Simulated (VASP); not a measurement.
**Au: single point with r2SCAN**

The system is Au.

```xyz
1
Lattice="-1.5744 1.5744 1.6573 1.5744 -1.5744 1.6573 1.5744 1.5744 -1.6573" Properties=species:S:1:pos:R:3 pbc="T T T"
Au    0.0000    0.0000    0.0000
```

This cell differs from its parent crystal: strain -0.050 along x and y, +0.000 along z.

```
Program                : VASP 6.6.1
Task                   : single point
Functional             : r2SCAN
Potentials or basis    : VASP PAW PBE potentials, release 64 (Au)
Cutoff                 : 520 eV
k mesh                 : 20 × 20 × 20
Occupations            : gaussian, width 0.15 eV
Spin                   : no spin polarisation
Dipole correction      : no
Further INCAR settings : ALGO = Normal; EDIFF = 1e-07; NBANDS = 12
```

| Quantity | Value |
| --- | --- |
| Pressure | 13.1 GPa |

Stress tensor (GPa, compression positive):
```
12.97  0.00  0.00
 0.00 12.97  0.00
 0.00  0.00 13.24
```

Levels at points of the mesh, in eV from the Fermi level:
| k point | band 4 | band 5 | band 6 | band 7 | band 8 | band 9 |
| --- | --- | --- | --- | --- | --- | --- |
| (0.00, 0.00, 0.00) | -5.18 | -3.56 | -3.15 | 16.76 | 17.69 | 17.69 |
| (0.50, 0.00, 0.00) | -3.08 | -1.63 | -0.80 | 3.73 | 13.32 | 15.19 |
| (0.50, 0.50, 0.00) | -2.97 | -1.54 | -0.49 | 4.19 | 12.60 | 13.94 |
| (0.50, 0.50, 0.50) | -1.97 | -1.97 | 5.61 | 7.18 | 7.18 | 10.45 |

Wall time 3.6 min on 1 thread of Intel(R) Xeon(R) Platinum 8559C (Emerald Rapids), with other jobs on the host, peak memory 0.24 GiB.

Caveat: the cell differs from its parent crystal (strain -0.050 along x and y, +0.000 along z); the PAW data sets were made with another functional, which shifts forces and pressure a little; spin-orbit coupling is left out, which moves the levels of the heavy elements.
